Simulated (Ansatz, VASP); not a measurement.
**Two plane-wave programs on C**

The input INCAR:

```
ALGO = Normal ; EDIFF = 1E-6
ENCUT = 600 ; GGA = PS
GGA_COMPAT = False ; ISIF = 2
ISMEAR = 0 ; IVDW = 12
LASPH = True ; LCHARG = True
LELF = True ; LREAL = False
LVHAR = True ; LWAVE = False
NBANDS = 16 ; NELM = 120
PREC = Accurate ; SIGMA = 0.15
```

Contents of KPOINTS:

```
k-points
0
Gamma
  18 12 10
```

POSCAR

```
C
1.0
   -2.4576582504      0.0000000000      0.0000000000
    0.0000000000      0.0000000000     -3.5294825081
    0.0000000000     -4.2567889574      0.0000000000
C
4
Direct
    0.5000000000      0.0000000000      0.1701904496
    0.0000000000      0.0000000000      0.6490477524
    0.0000000000      0.0000000000      0.3298095504
    0.5000000000      0.0000000000      0.8509522476
```

Input for Ansatz:

```yaml
crystal:
  lattice:
    - [-2.4576582504, 0.0, 0.0]
    - [0.0, 0.0, -3.5294825081]
    - [0.0, -4.2567889574, 0.0]
  atoms:
    - { symbol: C, position: [0.5, 0.0, 0.1701904496] }
    - { symbol: C, position: [0.0, 0.0, 0.6490477524] }
    - { symbol: C, position: [0.0, 0.0, 0.3298095504] }
    - { symbol: C, position: [0.5, 0.0, 0.8509522476] }
basis:
  ecutwfc: 520.0
kpoints:
  mp_grid: { grid: [18, 12, 10] }
hamiltonian:
  xc: pbesol
  pseudopotentials: { kind: paw, azcp: { folder: soft_1 } }
  dispersion: d3bj
scf:
  occupations: { method: gaussian, width: 0.15 }
output:
  forces: true
  stress: true
  eigenvalues: true
  write_density: true
  write_potential: true
  elf: true
  volumetric_format: npy
```

Change from the starting cell: mode 8 frozen in at -0.045 Å and mode 12 at +0.030 Å (largest displacements).

Alike in both runs: task single point; functional PBEsol; dispersion D3(BJ); k mesh 18 × 12 × 10; occupations gaussian, width 0.15 eV; no spin polarisation.

```csv
,VASP,Ansatz
version,VASP 6.6.1,Ansatz 0.2.0
potentials or method,"VASP PAW PBE potentials, release 64 (C), cutoff 600 eV","scalar-relativistic, plane waves, PAW"
valence electrons in the cell,16,16
```

```tsv
	VASP	Ansatz	Ansatz less VASP
gap on the k mesh at the Fermi level (eV)	none	none	-
pressure (GPa)	3.4	3.2	-0.26
traceless stress, the component that is largest in VASP (GPa)	6.89	6.48	-0.409
rms of the force components (eV/Å)	2.782	2.773	-0.0094
```

VASP's potentials were made for PBE, not for PBEsol, and Ansatz warns of the same on its side. Atom by atom the forces differ by 0.011 eV/Å (rms over components). A gap of «none» marks a metal or a gap that the smearing closes.
